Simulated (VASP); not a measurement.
Input of a VASP 6.6.1 run:

The input INCAR:

```
SYSTEM = HfO2
PREC = Accurate
ENCUT = 520
EDIFF = 1E-8
ISMEAR = 0
SIGMA = 0.01
LREAL = .FALSE.
LASPH = .TRUE.
NELM = 100
ALGO = Normal
ISIF = 2
LWAVE = .FALSE.
LCHARG = .TRUE.
GGA = CA
NBANDS = 18
IBRION = 8
NSW = 1
LEPSILON = .TRUE.
```

Contents of KPOINTS:

```
Automatic mesh
0
G
  8 8 8
  0 0 0
```

POSCAR

```
HfO2
1.0
    0.0000000000      2.4837094525      2.4837094525
    2.4837094525      0.0000000000      2.4837094525
    2.4837094525      2.4837094525      0.0000000000
Hf O
1 2
Direct
    0.0000000000      0.0000000000      0.0000000000
    0.2500000000      0.2500000000      0.2500000000
    0.7500000000      0.7500000000      0.7500000000
```

Potentials or basis: VASP PAW LDA potentials, release 64 (Hf_pv, O).

The run is started by

```console
$ cat potpaw_LDA.64/Hf_pv/POTCAR potpaw_LDA.64/O/POTCAR > POTCAR
$ mpirun -np 1 vasp_std > vasp.out
```

(1) What does it give for the electronic dielectric tensor (diagonal)?

(2) What does it give for the Born charges (mean of the diagonal)?

(3) What does it give for the highest phonon frequency at Γ, LO-TO splitting left out?

Answers

(1) 5.33.

(2) Hf +5.56; O -2.78 e.

(3) 614 cm⁻¹.

Caveat: the cell differs from its parent crystal (phonons at volume x 0.98); the cell wasn't relaxed at this level first, which shifts response properties.
